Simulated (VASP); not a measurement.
# WC (Fm-3m) in VASP: settings compared

The runs below take WC through single point, relaxation of cell and atoms, with LDA, PBEsol+D3(BJ), PBEsol.

All numbers are computed with VASP 6.6.1; they aren't measurements. Logs are shortened: lines on timing, memory, paths and dates and some standing lists are left out, and cuts for length are marked.

### 1 The cell of the first run

Symmetry: Fm-3m, No. 225, cubic system. Conventional cell: a = 4.324 Å, b = 4.324 Å, c = 4.324 Å, α = 90.00°, β = 90.00°, γ = 90.00°. Within 2.9 Å of W (site symmetry m-3m) lie 6 C at 2.16 Å. C (site symmetry m-3m) has 6 W at 2.16 Å within 2.9 Å.

### 2 Single point, LDA

Contents of INCAR:

```
PREC = Accurate
ENCUT = 520
EDIFF = 1E-6
ISMEAR = -1
SIGMA = 0.1
LREAL = False
LASPH = True
NELM = 80
ALGO = Normal
ISIF = 2
LWAVE = False
LCHARG = True
LELF = True
LVHAR = True
NBANDS = 16
```

Contents of KPOINTS:

```
regular mesh
0
Gamma
  11 11 11
```

Contents of POSCAR:

```
WC
1.0
    0.0000000000      2.1617749338      2.1617749338
    2.1617749338      0.0000000000      2.1617749338
    2.1617749338      2.1617749338      0.0000000000
W C
1 1
Direct
    0.0000000000      0.0000000000      0.0000000000
    0.5000000000      0.5000000000      0.5000000000
```

Potentials or basis: VASP PAW LDA potentials, release 64 (W_sv, C).

Started as:

```
$ cat potpaw_LDA.64/W_sv/POTCAR potpaw_LDA.64/C/POTCAR > POTCAR
$ mpirun -np 1 vasp_std > vasp.out
```

OUTCAR:

```text
PREC = Accurate
   ENCUT = 520
   EDIFF = 1E-6
   ISMEAR = -1
   LREAL = False
   LASPH = True
   NELM = 80
   ISIF = 2

 ion  position               nearest neighbor table
   1  0.000  0.000  0.000-   2 2.16   2 2.16   2 2.16   2 2.16   2 2.16   2 2.16
   2  0.500  0.500  0.500-   1 2.16   1 2.16   1 2.16   1 2.16   1 2.16   1 2.16

  LATTYP: Found a face centered cubic cell.
 ALAT       =     4.3235498676

  Lattice vectors:

 A1 = (   0.0000000000,   2.1617749338,   2.1617749338)
 A2 = (   2.1617749338,   0.0000000000,   2.1617749338)
 A3 = (   2.1617749338,   2.1617749338,   0.0000000000)

Analysis of symmetry for initial positions (statically):
=====================================================================
 Subroutine PRICEL returns:
 Original cell was already a primitive cell.

 Routine SETGRP: Setting up the symmetry group for a
 face centered cubic supercell.

 Subroutine GETGRP returns: Found 48 space group operations
 (whereof 48 operations were pure point group operations)
 out of a pool of 48 trial point group operations.

The static configuration has the point symmetry O_h .

Analysis of symmetry for dynamics (positions and initial velocities):
=====================================================================
 Subroutine PRICEL returns:
 Original cell was already a primitive cell.

 Routine SETGRP: Setting up the symmetry group for a
 face centered cubic supercell.

 Subroutine GETGRP returns: Found 48 space group operations
 (whereof 48 operations were pure point group operations)
 out of a pool of 48 trial point group operations.

The dynamic configuration has the point symmetry O_h .

 Subroutine INISYM returns: Found 48 space group operations
 (whereof 48 operations are pure point group operations),
 and found     1 'primitive' translations

----------------------------------------------------------------------------------------

                                     Primitive cell

  volume of cell :      20.2051

  direct lattice vectors                    reciprocal lattice vectors
     0.000000000  2.161774934  2.161774934    -0.231291423  0.231291423  0.231291423
     2.161774934  0.000000000  2.161774934     0.231291423 -0.231291423  0.231291423
     2.161774934  2.161774934  0.000000000     0.231291423  0.231291423 -0.231291423

  length of vectors
     3.057211430  3.057211430  3.057211430     0.400608495  0.400608495  0.400608495

  position of ions in fractional coordinates (direct lattice)
     0.000000000  0.000000000  0.000000000
     0.500000000  0.500000000  0.500000000

  ion indices of the primitive-cell ions
   primitive index   ion index
                 1           1
                 2           2

----------------------------------------------------------------------------------------

 KPOINTS: regular mesh

Automatic generation of k-mesh.
 Grid dimensions read from file:
 generate k-points for:   11   11   11

 Generating k-lattice:

  Cartesian coordinates                     Fractional coordinates (reciprocal lattice)
    -0.021026493  0.021026493  0.021026493     0.090909091  0.000000000  0.000000000
     0.021026493 -0.021026493  0.021026493     0.000000000  0.090909091  0.000000000
     0.021026493  0.021026493 -0.021026493     0.000000000  0.000000000  0.090909091

  Length of vectors
     0.036418954  0.036418954  0.036418954

  Shift w.r.t. Gamma in fractional coordinates (k-lattice)
     0.000000000  0.000000000  0.000000000

 Subroutine IBZKPT returns following result:
 ===========================================

 Found     56 irreducible k-points:

 Following reciprocal coordinates:
            Coordinates               Weight
  0.000000  0.000000  0.000000      1.000000
  0.090909  0.000000  0.000000      8.000000
  0.181818  0.000000  0.000000      8.000000
  0.272727  0.000000  0.000000      8.000000
  0.363636  0.000000  0.000000      8.000000
  0.454545  0.000000  0.000000      8.000000
[... 16 lines left out ...]
 -0.272727  0.181818  0.000000     24.000000
 -0.181818  0.181818  0.000000     12.000000
 [... further k-points ...]
   k-points           NKPTS =     56   k-points in BZ     NKDIM =     56   number of bands    NBANDS=     16
   number of dos      NEDOS =    301   number of ions     NIONS =      2
   total plane-waves  NPLWV =  13824
   dimension x,y,z NGX =    24 NGY =   24 NGZ =   24
   dimension x,y,z NGXF=    48 NGYF=   48 NGZF=   48
   ions per type =               1   1
   NGX,Y,Z   is equivalent  to a cutoff of  13.05, 13.05, 13.05 a.u.
   NGXF,Y,Z  is equivalent  to a cutoff of  26.10, 26.10, 26.10 a.u.
 SYSTEM =  unknown system
   PREC   = accura    normal or accurate (medium, high low for compatibility)
   ISTART =      0    job   : 0-new  1-cont  2-samecut
   ICHARG =      2    charge: 1-file 2-atom 10-const
   ISPIN  =      1    spin polarized calculation?
   LNONCOLLINEAR =      F non collinear calculations
   LSORBIT =      F    spin-orbit coupling
[... 112 lines left out ...]
      6       4.6473      2.00000
[... 8 lines left out ...]
     15      26.5736      0.00000
     16      27.1171      0.00000

 k-point     6 :       0.4545    0.0000    0.0000
  band No.  band energies     occupation
      1     -61.9344      2.00000
      2     -26.9156      2.00000
      3     -26.3034      2.00000
      4     -26.3034      2.00000
      5       1.5432      2.00000
      6       3.2450      2.00000
[... 8 lines left out ...]
     15      25.3257      0.00000
     16      25.3257      0.00000

 k-point     7 :       0.0909    0.0909    0.0000
  band No.  band energies     occupation
      1     -61.9757      2.00000
      2     -26.2828      2.00000
      3     -26.2483      2.00000
      4     -26.2483      2.00000
      5      -2.7096      2.00000
      6       9.0249      2.00000
[... 8 lines left out ...]
     15      23.3987      0.00000
     16      34.5649      0.00000

 k-point     8 :       0.1818    0.0909    0.0000
  band No.  band energies     occupation
      1     -61.9678      2.00000
      2     -26.3976      2.00000
      3     -26.2711      2.00000
      4     -26.2589      2.00000
      5      -2.1765      2.00000
      6       7.6337      2.00000
[... 8 lines left out ...]
     15      24.5470      0.00000
     16      31.7635      0.00000

 k-point     9 :       0.2727    0.0909    0.0000
  band No.  band energies     occupation
      1     -61.9556      2.00000
      2     -26.5759      2.00000
      3     -26.2957      2.00000
      4     -26.2776      2.00000
      5      -1.2731      2.00000
      6       6.2969      2.00000
[... 8 lines left out ...]
     15      25.7454      0.00000
     16      29.4481      0.00000
[... 172 lines left out ...]
 k-point    19 :       0.3636    0.1818    0.0000
  band No.  band energies     occupation
      1     -61.9408      2.00000
      2     -26.6979      2.00000
      3     -26.3622      2.00000
      4     -26.3543      2.00000
      5      -0.3968      2.00000
      6       5.1816      2.00000
[... 8 lines left out ...]
     15      25.5167      0.00000
     16      28.1571      0.00000

 k-point    20 :       0.4545    0.1818    0.0000
  band No.  band energies     occupation
      1     -61.9316      2.00000
      2     -26.8111      2.00000
      3     -26.4057      2.00000
      4     -26.3599      2.00000
      5       0.4613      2.00000
      6       4.4816      2.00000
[... 8 lines left out ...]
     15      24.7165      0.00000
     16      27.1965      0.00000

 k-point    21 :      -0.4545    0.1818    0.0000
  band No.  band energies     occupation
      1     -61.9275      2.00000
      2     -26.8561      2.00000
      3     -26.4440      2.00000
      4     -26.3477      2.00000
      5       1.0946      2.00000
      6       3.8866      2.00000
[... 8 lines left out ...]
     15      25.2973      0.00000
     16      26.9256      0.00000

 k-point    22 :      -0.3636    0.1818    0.0000
  band No.  band energies     occupation
      1     -61.9300      2.00000
      2     -26.8236      2.00000
      3     -26.4613      2.00000
      4     -26.3216      2.00000
      5       1.0130      2.00000
      6       3.9290      2.00000
[... 8 lines left out ...]
     15      25.7618      0.00000
     16      26.5409      0.00000

 k-point    23 :      -0.2727    0.1818    0.0000
  band No.  band energies     occupation
      1     -61.9380      2.00000
      2     -26.7305      2.00000
      3     -26.4445      2.00000
      4     -26.2896      2.00000
      5       0.2068      2.00000
      6       4.7364      2.00000
[... 8 lines left out ...]
     15      26.0129      0.00000
     16      26.6499      0.00000

 k-point    24 :      -0.1818    0.1818    0.0000
  band No.  band energies     occupation
      1     -61.9493      2.00000
      2     -26.6158      2.00000
      3     -26.3870      2.00000
      4     -26.2620      2.00000
      5      -0.7686      2.00000
      6       5.8683      2.00000
[... 8 lines left out ...]
     15      26.0846      0.00000
     16      27.1475      0.00000

 [... further k-points ...]

------------------------ aborting loop because EDIFF is reached ----------------------------------------

  FORCE on cell =-STRESS in cart. coord.  units (eV):
  Direction    XX          YY          ZZ          XY          YZ          ZX
  --------------------------------------------------------------------------------------
  -------------------------------------------------------------------------------------
  Total        0.3064772      0.3064772      0.3064772      0.0000000     -0.0000000      0.0000000
  in kB       24.3022984     24.3022984     24.3022984      0.0000000     -0.0000000      0.0000000
  external PRESSURE =      24.3022984 kB  Pullay stress =       0.0000000 kB

 VOLUME and BASIS-vectors are now :
 -----------------------------------------------------------------------------
  energy-cutoff  :      520.00
  volume of cell :       20.21
      direct lattice vectors                 reciprocal lattice vectors
     0.000000000  2.161774934  2.161774934    -0.231291423  0.231291423  0.231291423
     2.161774934  0.000000000  2.161774934     0.231291423 -0.231291423  0.231291423
     2.161774934  2.161774934  0.000000000     0.231291423  0.231291423 -0.231291423

 POSITION                                       TOTAL-FORCE (eV/Angst)
 -----------------------------------------------------------------------------------
      0.00000      0.00000      0.00000         0.000000      0.000000      0.000000
      2.16177      2.16177      2.16177        -0.000000     -0.000000     -0.000000
 -----------------------------------------------------------------------------------
    total drift:                                0.000000     -0.000000     -0.000000

  FREE ENERGIE OF THE ION-ELECTRON SYSTEM (eV)
  ---------------------------------------------------
  free  energy   TOTEN  =       -23.8150230299 eV

  energy  without entropy=      -23.7753454980  energy(sigma->0) =      -23.79518426
```

Wall time 8.6 s (1 thread of Intel Xeon Platinum 8488C (Sapphire Rapids), shared host); peak memory 0.14 GiB.

What came out:

| Quantity | Value |
| --- | --- |
| Free energy | -23.8150 eV |
| Pressure | 2.4 GPa |
| Band gap on the k mesh | zero (band 9 reaches 13.95 eV, above the bottom of band 10 at 10.69 eV) |

Levels at points of the mesh, in eV from the Fermi level:
| k point | band 5 | band 6 | band 7 | band 8 | band 9 | band 10 | band 11 | band 12 | band 13 | band 14 |
| --- | --- | --- | --- | --- | --- | --- | --- | --- | --- | --- |
| (0.00, 0.00, 0.00) | -15.98 | -2.91 | -2.91 | -2.91 | -1.10 | -1.10 | -1.10 | -1.01 | -1.01 | 7.17 |

Caveat: spin-orbit coupling is left out, which moves the levels of the heavy elements.

### 3 Single point, PBEsol+D3(BJ)

This run uses another cell than the first one, of 10.08 Å³/atom, 0.998 times its volume.

Contents of INCAR:

```
SYSTEM = WC
PREC     = Accurate       ! precision mode
ENCUT    = 520            ! plane-wave cutoff, eV
EDIFF    = 1E-7           ! SCF threshold, eV
ISMEAR   = -1             ! smearing method
SIGMA    = 0.1            ! smearing width, eV
LREAL    = .FALSE.        ! projectors in reciprocal space
LASPH    = .TRUE.         ! aspherical terms in the spheres
NELM     = 60             ! most SCF steps
ALGO     = Normal         ! electronic algorithm
ISIF     = 2              ! what is computed and relaxed
LWAVE    = .FALSE.        ! write WAVECAR
LCHARG   = .FALSE.        ! write CHGCAR
GGA      = PS             ! functional
IVDW     = 12             ! dispersion correction
NBANDS   = 16             ! bands
```

Contents of KPOINTS:

```
Automatic mesh
0
G
  11 11 11
  0 0 0
```

Contents of POSCAR:

```
WC
1.0
    0.0000000000      2.1599816072      2.1599816072
    2.1599816072      0.0000000000      2.1599816072
    2.1599816072      2.1599816072      0.0000000000
W C
1 1
Direct
    0.0000000000      0.0000000000      0.0000000000
    0.5000000000      0.5000000000      0.5000000000
```

Potentials or basis: VASP PAW PBE potentials, release 64 (W_sv, C).

Started as:

```
$ cat potpaw_PBE.64/W_sv/POTCAR potpaw_PBE.64/C/POTCAR > POTCAR
$ mpirun -np 1 vasp_std > vasp.out
```

Run time: 9.2 s. Hardware: 1 thread of Intel Xeon Platinum 8488C (Sapphire Rapids), shared host; peak memory 0.16 GiB.

The run converged. Its results:

```
Free energy                : -23.9196 eV
Pressure                   : 1.2 GPa
Band gap on the k mesh     : zero (band 9 reaches 13.98 eV, above the bottom of band 10 at 10.68 eV)
Dispersion energy per atom : -0.463 eV
```

Levels at points of the mesh, in eV from the Fermi level:
```tsv
k point	band 6	band 7	band 8	band 9	band 10	band 11	band 12	band 13
(0.00, 0.00, 0.00)	-2.93	-2.93	-2.93	-1.11	-1.11	-1.11	-1.01	-1.01
```

Caveat: the PAW data sets were made with another functional, which shifts forces and pressure a little; spin-orbit coupling is left out, which moves the levels of the heavy elements; pairwise dispersion overbinds metals, which lowers pressure and volume.

### 4 Single point, PBEsol

This run uses another cell than the first one, of 10.26 Å³/atom, 1.016 times its volume.

Contents of INCAR:

```
SYSTEM = WC
ALGO = Normal
EDIFF = 1E-6
ENCUT = 520
GGA = PS
ISIF = 2
ISMEAR = -1
LASPH = .True.
LCHARG = .False.
LREAL = .False.
LWAVE = .False.
NBANDS = 16
NELM = 100
PREC = Accurate
SIGMA = 0.1
```

Contents of KPOINTS:

```
k-points
0
Gamma
  11 11 11
  0 0 0
```

Contents of POSCAR:

```
WC
1.0
    0.0000000000      2.1731532614      2.1731532614
    2.1731532614      0.0000000000      2.1731532614
    2.1731532614      2.1731532614      0.0000000000
W C
1 1
Direct
    0.0000000000      0.0000000000      0.0000000000
    0.5000000000      0.5000000000      0.5000000000
```

Started as:

```
$ cat potpaw_PBE.64/W_sv/POTCAR potpaw_PBE.64/C/POTCAR > POTCAR
$ mpirun -np 1 vasp_std > vasp.out
```

It took 11 s on 1 thread of Intel Xeon Platinum 8488C (Sapphire Rapids), shared host; peak memory 0.15 GiB.

The run converged. Its results:

* Free energy: -23.0050 eV
* Pressure: 1.1 GPa
* Band gap on the k mesh: zero (band 9 reaches 13.65 eV, above the bottom of band 10 at 10.45 eV)

Levels at points of the mesh, in eV from the Fermi level:
```csv
k point,band 5,band 6,band 7,band 8,band 9,band 10,band 11,band 12,band 13,band 14
"(0.00, 0.00, 0.00)",-16.01,-2.86,-2.86,-2.86,-1.07,-1.07,-1.07,-0.99,-0.99,6.84
```

Caveat: the PAW data sets were made with another functional, which shifts forces and pressure a little; spin-orbit coupling is left out, which moves the levels of the heavy elements.

### 5 Relaxation of cell and atoms, LDA

This run uses another cell than the first one, of 10.54 Å³/atom, 1.044 times its volume.

Contents of INCAR:

```
SYSTEM = WC
PREC = Accurate
ENCUT = 600
EDIFF = 1E-6
ISMEAR = -1
SIGMA = 0.1
LREAL = .False.
LASPH = .True.
NELM = 100
ALGO = Normal
ISIF = 3
LWAVE = .False.
LCHARG = .False.
IBRION = 2
NSW = 80
EDIFFG = -0.01
```

Contents of KPOINTS:

```
regular mesh
0
Gamma
  11 11 11
  0 0 0
```

Contents of POSCAR:

```
WC
1.0
    0.0000000000      2.1926840000      2.1926840000
    2.1926840000      0.0000000000      2.1926840000
    2.1926840000      2.1926840000      0.0000000000
W C
1 1
Direct
    0.0000000000      0.0000000000      0.0000000000
    0.5000000000      0.5000000000      0.5000000000
```

Potentials or basis: VASP PAW LDA potentials, release 64 (W_sv, C).

Started as:

```
$ cat potpaw_LDA.64/W_sv/POTCAR potpaw_LDA.64/C/POTCAR > POTCAR
$ mpirun -np 1 vasp_std > vasp.out
```

Run time: 46 s. Hardware: 1 thread of Intel Xeon Platinum 8488C (Sapphire Rapids), shared host; peak memory 0.16 GiB.

It converged, with:

```yaml
Free_energy: -23.8183 eV
Relaxed_volume: 10.16 Å³/atom
Relaxed_cell: a = 3.063 Å, b = 3.063 Å, c = 3.063 Å, α = 60.00°, β = 60.00°, γ = 60.00°
Space_group_after_relaxing_to_0.05_Å: Fm-3m (No. 225)
Energy_gained_by_relaxing: 16.9 meV/atom
Ionic_steps: 4
Pressure_after_relaxing: -0.1 GPa
```

The path:
```
step  energy change (eV)  largest force (eV/Å)  pressure (GPa)  volume (Å³)
   1              0.0000                0.0000          -13.71        21.08
   2              0.2230                0.0000           47.86        18.45
   3             -0.0337                0.0000           -0.51        20.35
   4             -0.0337                0.0000           -0.12        20.33
```

Final structure:
```
W C
1.0
     0.00000    2.16608    2.16608
     2.16608    0.00000    2.16608
     2.16608    2.16608    0.00000
W C
1 1
Cartesian
  0.0000 2.1661 2.1661
  2.1661 2.1661 2.1661
```

Levels at points of the mesh, in eV from the Fermi level:
| k point | band 6 | band 7 | band 8 | band 9 | band 10 | band 11 | band 12 | band 13 |
| --- | --- | --- | --- | --- | --- | --- | --- | --- |
| (0.00, 0.00, 0.00) | -2.89 | -2.89 | -2.89 | -1.08 | -1.08 | -1.08 | -1.00 | -1.00 |

Caveat: the bands computed are all filled at some k points, so no gap is given; spin-orbit coupling is left out, which moves the levels of the heavy elements.

### 6 Overview

| task | level | potentials or basis | cell | cutoff (eV) | gap on the mesh (eV) | pressure (GPa) |
| --- | --- | --- | --- | --- | --- | --- |
| single point | LDA | VASP PAW LDA potentials, release 64 (W_sv, C) | a = 3.057 Å, angles 60.0°, 2 atoms | 520 | none | 2.4 |
| single point | PBEsol+D3(BJ) | VASP PAW PBE potentials, release 64 (W_sv, C) | a = 3.055 Å, angles 60.0°, 2 atoms | 520 | none | 1.2 |
| single point | PBEsol | VASP PAW PBE potentials, release 64 (W_sv, C) | a = 3.073 Å, angles 60.0°, 2 atoms | 520 | none | 1.1 |
| relaxation of cell and atoms | LDA | VASP PAW LDA potentials, release 64 (W_sv, C) | relaxed from a = 3.101 Å, angles 60.0°, 2 atoms | 600 | - | -0.1 |

Alike in all rows: no spin polarisation; k mesh 11 × 11 × 11; smearing fermi-dirac 0.1 eV.

Caveats: spin-orbit coupling is left out, which moves the levels of the heavy elements; the PAW data sets were made with another functional, which shifts forces and pressure a little (some runs); pairwise dispersion overbinds metals, which lowers pressure and volume (some runs); the bands computed are all filled at some k points, so no gap is given (some runs).

Total energies depend on the potentials used, so only differences within one code and one set of settings carry meaning.
